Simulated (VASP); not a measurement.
Here is a VASP 6.6.1 calculation.

The input INCAR:

```
ALGO = Normal ; EDIFF = 1E-6
EDIFFG = -0.04 ; ENCUT = 600
GGA = PE ; IBRION = 2
ISIF = 3 ; ISMEAR = 0
LASPH = True ; LCHARG = False
LREAL = False ; LWAVE = False
NELM = 80 ; NSW = 90
PREC = Accurate ; SIGMA = 0.1
```

File KPOINTS:

```
k-points
0
Gamma
  4 4 4
```

POSCAR

```
ScAl3P2
1.0
    5.3126959700      0.0000000000      0.0000000000
    0.0000000000      5.3126959700      0.0000000000
    0.0000000000      0.0000000000      3.9606324300
Sc Al P
1 3 2
Direct
    0.0000000000      0.0000000000      0.0000000000
    0.0000000000      0.5000000000      0.0000000000
    0.5000000000      0.0000000000      0.0000000000
    0.5000000000      0.5000000000      0.0000000000
    0.0000000000      0.5000000000      0.5000000000
    0.5000000000      0.0000000000      0.5000000000
```

Potentials or basis: VASP PAW PBE potentials, release 64 (Sc_sv, Al, P).

Run with:

```console
$ cat potpaw_PBE.64/Sc_sv/POTCAR potpaw_PBE.64/Al/POTCAR potpaw_PBE.64/P/POTCAR > POTCAR
$ mpirun -np 1 vasp_std > vasp.out
```

(1) What does it give for the space group after relaxing (to 0.05 Å)?

(2) Estimate the band gap on the k mesh.

Answers

(1) P4/mmm (No. 123).

(2) zero (band 15 reaches 4.54 eV, above the bottom of band 16 at 3.92 eV).

Caveat: the k points lie up to 0.35 Å⁻¹ apart in the final cell.
